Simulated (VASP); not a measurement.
Write the native input for VASP 6.6.1 that does the following.

```yaml
Task: electric field gradients
Functional: PBE
Potentials_or_basis: VASP PAW PBE potentials, release 64 (Sn_d, O)
Cutoff: 520 eV
k_mesh: 5 × 5 × 5
Occupations: fermi-dirac, width 0.02 eV
Spin: no spin polarisation
Dipole_correction: no
Further_INCAR_settings: ALGO = Normal; EDIFF = 1e-08; NBANDS = 64
```

The structure of SnO2 lies in POSCAR:

```
SnO2
1.0
   -3.2488970000      3.4144700000      3.4140210000
    3.2488970000     -3.4144700000      3.4140210000
    3.2488970000      3.4144700000     -3.4140210000
Sn O
4 8
Direct
    0.9964010000      0.2464010000      0.7500000000
    0.0035990000      0.7535990000      0.2500000000
    0.5000000000      0.5000000000      0.5000000000
    0.5000000000      0.0000000000      0.0000000000
    0.1935040000      0.1962260000      0.5027220000
    0.6975650000      0.7540600000      0.9435050000
    0.1935040000      0.6907820000      0.9972780000
    0.3105550000      0.7540600000      0.5564950000
    0.6894450000      0.2459400000      0.4435050000
    0.3024350000      0.2459400000      0.0564950000
    0.8064960000      0.3092180000      0.0027220000
    0.8064960000      0.8037740000      0.4972780000
```

These files were run (other wordings do the same):

INCAR

```
SYSTEM = SnO2
PREC     = Accurate       ! precision mode
ENCUT    = 520            ! plane-wave cutoff, eV
EDIFF    = 1E-8           ! SCF threshold, eV
ISMEAR   = -1             ! smearing method
SIGMA    = 0.02           ! smearing width, eV
LREAL    = .FALSE.        ! projectors in reciprocal space
LASPH    = .TRUE.         ! aspherical terms in the spheres
NELM     = 100            ! most SCF steps
ALGO     = Normal         ! electronic algorithm
ISIF     = 2              ! what is computed and relaxed
LWAVE    = .FALSE.        ! write WAVECAR
LCHARG   = .FALSE.        ! write CHGCAR
GGA      = PE             ! functional
LEFG     = .TRUE.       
NBANDS   = 64             ! bands
```

KPOINTS

```
regular mesh
0
G
  5 5 5
  0 0 0
```

Potentials or basis: VASP PAW PBE potentials, release 64 (Sn_d, O).

Launch:

```console
$ cat potpaw_PBE.64/Sn_d/POTCAR potpaw_PBE.64/O/POTCAR > POTCAR
$ mpirun -np 1 vasp_std > vasp.out
```

It gave:

* Pressure: -0.2 GPa
* Largest force: 0.058 eV/Å
* Band gap on the k mesh: 0.62 eV

Caveat: without QUAD_EFG the Cq values of the log hold for a quadrupole moment of 1 mb, not for the nuclei; spin-orbit coupling is left out, which moves the levels of the heavy elements.

Run time: 5.4 min on 1 thread of Intel(R) Xeon(R) Platinum 8488C (Sapphire Rapids) (shared host), peak memory 0.41 GiB.
